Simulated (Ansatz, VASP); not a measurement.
## Si5Ge in VASP and in Ansatz

The input INCAR:

```
SYSTEM = Si5Ge
ALGO = Normal
EDIFF = 1E-6
EDIFFG = -0.04
ENCUT = 600
GGA = PE
IBRION = 2
ISIF = 3
ISMEAR = 0
LASPH = .TRUE.
LCHARG = .FALSE.
LREAL = .FALSE.
LWAVE = .FALSE.
NELM = 60
NSW = 90
PREC = Accurate
SIGMA = 0.1
```

The input KPOINTS:

```
k-points
0
G
  4 4 4
  0 0 0
```

File POSCAR:

```
Si5Ge
1.0
    2.0070083100     -5.8910761900      0.0000000000
    2.0070083100      5.8910761900      0.0000000000
    0.0000000000      0.0000000000      4.0082821400
Si Ge
5 1
Direct
    0.3365818300      0.6634181700      0.0000000000
    0.6634181700      0.3365818300      0.0000000000
    0.5000000000      0.5000000000      0.5000000000
    0.8341655700      0.1658344300      0.5000000000
    0.1658344300      0.8341655700      0.5000000000
    0.0000000000      0.0000000000      0.0000000000
```

Input for Ansatz:

```yaml
crystal:
  lattice:
    - [2.00700831, -5.89107619, 0.0]
    - [2.00700831, 5.89107619, 0.0]
    - [0.0, 0.0, 4.00828214]
  atoms:
    - { symbol: Si, position: [0.33658183, 0.66341817, 0.0] }
    - { symbol: Si, position: [0.66341817, 0.33658183, 0.0] }
    - { symbol: Si, position: [0.5, 0.5, 0.5] }
    - { symbol: Si, position: [0.83416557, 0.16583443, 0.5] }
    - { symbol: Si, position: [0.16583443, 0.83416557, 0.5] }
    - { symbol: Ge, position: [0.0, 0.0, 0.0] }
basis:
  ecutwfc: 420
kpoints:
  mp_grid: { grid: [4, 4, 4] }
hamiltonian:
  xc: pbe
scf:
  occupations: { method: gaussian, width: 0.1 }
  lower_state_search: "off"
output:
  forces: true
  stress: true
  eigenvalues: true
relax:
  adjacent_minimum: "off"
  f_tol: 0.04
  max_steps: 70
  cell: { stress_tol: 0.4 }
```

Change from the starting cell: species swapped into the HfPd5 type (Cmmm, No. 65).

Alike in both runs: task relaxation of cell and atoms; functional PBE; k mesh 4 × 4 × 4; occupations gaussian, width 0.1 eV; no spin polarisation.

|  | VASP | Ansatz |
| --- | --- | --- |
| version | VASP 6.6.1 | Ansatz 0.2.0 |
| potentials or method | VASP PAW PBE potentials, release 64 (Si, Ge_d), cutoff 600 eV | scalar-relativistic, plane waves, PAW |
| valence electrons in the cell | 34 | 34 |

|  | VASP | Ansatz | Ansatz less VASP |
| --- | --- | --- | --- |
| gap on the k mesh at the Fermi level, each at its own relaxed structure (eV) | none | none | - |
| relaxed volume (Å³/atom) | 15.43 | 15.37 | -0.063 |
| relaxed cell length with the largest relative difference (Å) | 6.801 | 6.787 | -0.0138 |

A gap of «none» marks a metal or a gap that the smearing closes.

The k mesh is coarse, so the values compare programs but aren't converged.
